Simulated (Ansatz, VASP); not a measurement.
**Two plane-wave programs on Si2Mo**

```
CELL_PARAMETERS angstrom
-1.63138 1.63138 4.00759
1.63138 -1.63138 4.00759
1.63138 1.63138 -4.00759
ATOMIC_POSITIONS crystal
Si 0.33300 0.33300 0.00000
Si 0.66700 0.66700 0.00000
Mo 0.00000 0.00000 0.00000
```

Alike in both runs: task single point; functional PBE; k mesh 13 × 13 × 13; occupations fermi-dirac, width 0.05 eV; no spin polarisation.

|  | VASP | Ansatz |
| --- | --- | --- |
| version | VASP 6.6.1 | Ansatz 0.2.0 |
| potentials or method | VASP PAW PBE potentials, release 64 (Si, Mo_sv), cutoff 520 eV | plane waves, PAW |
| valence electrons in the cell | 22 | 22 |

|  | VASP | Ansatz | Ansatz less VASP |
| --- | --- | --- | --- |
| pressure (GPa) | -8.8 | -8.9 | -0.15 |
| traceless stress, the component that is largest in VASP (GPa) | -1.71 | -1.71 | +0.004 |

Ansatz's warnings: stress scf threshold loose.
